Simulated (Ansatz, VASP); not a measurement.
Ta3B2N in VASP and in Ansatz

Contents of INCAR:

```
SYSTEM = Ta3B2N
  PREC = Accurate
  ENCUT = 600
  EDIFF = 1E-6
  ISMEAR = 0
  SIGMA = 0.1
  LREAL = .False.
  LASPH = .True.
  NELM = 100
  ALGO = Normal
  ISIF = 3
  LWAVE = .False.
  LCHARG = .False.
  GGA = PE
  IBRION = 2
  NSW = 90
  EDIFFG = -0.04
```

File KPOINTS:

```
Automatic mesh
0
Gamma
  6 6 2
  0 0 0
```

Contents of POSCAR:

```
Ta3B2N
1.0
    3.0425179269      0.0000000000      0.0000000000
    0.0000000000      3.0425179269      0.0000000000
    0.0000000000      0.0000000000      8.6507364843
Ta B N
3 2 1
Direct
    0.0000000000      0.0000000000      0.2259951693
    0.0000000000      0.0000000000      0.7740048307
    0.5000000000      0.5000000000      0.5000000000
    0.0000000000      0.0000000000      0.5000000000
    0.5000000000      0.5000000000      0.0000000000
    0.0000000000      0.0000000000      0.0000000000
```

Input for Ansatz:

```yaml
crystal:
  lattice:
    - [3.0425179269, 0.0, 0.0]
    - [0.0, 3.0425179269, 0.0]
    - [0.0, 0.0, 8.6507364843]
  atoms:
    - { symbol: Ta, position: [0.0, 0.0, 0.2259951693] }
    - { symbol: Ta, position: [0.0, 0.0, 0.7740048307] }
    - { symbol: Ta, position: [0.5, 0.5, 0.5] }
    - { symbol: B, position: [0.0, 0.0, 0.5] }
    - { symbol: B, position: [0.5, 0.5, 0.0] }
    - { symbol: "N", position: [0.0, 0.0, 0.0] }
basis:
  ecutwfc: 420
kpoints:
  mp_grid: { grid: [6, 6, 2] }
hamiltonian:
  xc: pbe
scf:
  occupations: { method: gaussian, width: 0.1 }
  lower_state_search: "off"
output:
  forces: true
  stress: true
  eigenvalues: true
relax:
  adjacent_minimum: "off"
  f_tol: 0.04
  max_steps: 70
  cell: { stress_tol: 0.4 }
```

Alike in both runs: task relaxation of cell and atoms; functional PBE; k mesh 6 × 6 × 2; occupations gaussian, width 0.1 eV; no spin polarisation.

```csv
,VASP,Ansatz
version,VASP 6.6.1,Ansatz 0.2.0
potentials or method,"VASP PAW PBE potentials, release 64 (Ta_pv, B, N), cutoff 600 eV","scalar-relativistic, plane waves, PAW"
valence electrons in the cell,44,50
```

|  | VASP | Ansatz | Ansatz less VASP |
| --- | --- | --- | --- |
| gap on the k mesh at the Fermi level, each at its own relaxed structure (eV) | none | none | - |
| relaxed volume (Å³/atom) | 13.25 | 13.25 | -0.006 |
| relaxed length of the cell vector where the two differ most in proportion (Å) | 8.720 | 8.714 | -0.0064 |

A gap of «none» marks a metal or a gap that the smearing closes. VASP's potentials hold 44 valence electrons a cell and Ansatz's 50, so a difference there can come from the potentials and not from the codes.

The k mesh is coarse, so the values compare programs but aren't converged. Neither program's run includes spin-orbit coupling.
